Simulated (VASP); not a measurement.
Runs of VASP 6.6.1 on MgO. The structure is that of space group Fm-3m (No. 225), or close to it. The cells are those of the table. 

```csv
cell,gap on the mesh (eV),pressure (GPa)
"a = 2.951, b = 2.951, c = 2.973 Å, angles 59.8, 59.8, 60.5°, 2 atoms",(a),1.6
"a = 3.063, b = 3.063, c = 2.973 Å, angles 61.0, 61.0, 58.1°, 2 atoms",4.99,-8.7
"a = 3.040, b = 3.040, c = 2.973 Å, angles 60.7, 60.7, 58.5°, 2 atoms",(d),-7.2
"a = 3.018, b = 3.018, c = 2.973 Å, angles 60.5, 60.5, 59.0°, 2 atoms",(c),-5.5
"a = 2.995, b = 2.995, c = 2.973 Å, angles 60.2, 60.2, 59.5°, 2 atoms",5.49,-3.5
"a = 2.929, b = 2.929, c = 2.973 Å, angles 59.5, 59.5, 61.0°, 2 atoms",5.95,(b)
"a = 3.052, b = 3.052, c = 2.973 Å, angles 60.9, 60.9, 58.3°, 2 atoms",5.07,-8.0
```

Alike in all rows: task single point; level r2SCAN; potentials or basis VASP PAW PBE potentials, release 64 (Mg, O); no spin polarisation; k mesh 10 × 10 × 10; cutoff (eV) 520; smearing gaussian 0.05 eV.

Problem. Estimate the missing entries.

Solution. (a) 5.80; (b) 4.6; (c) 5.32; (d) 5.15.

Caveats: the PAW data sets were made with another functional, which shifts forces and pressure a little.

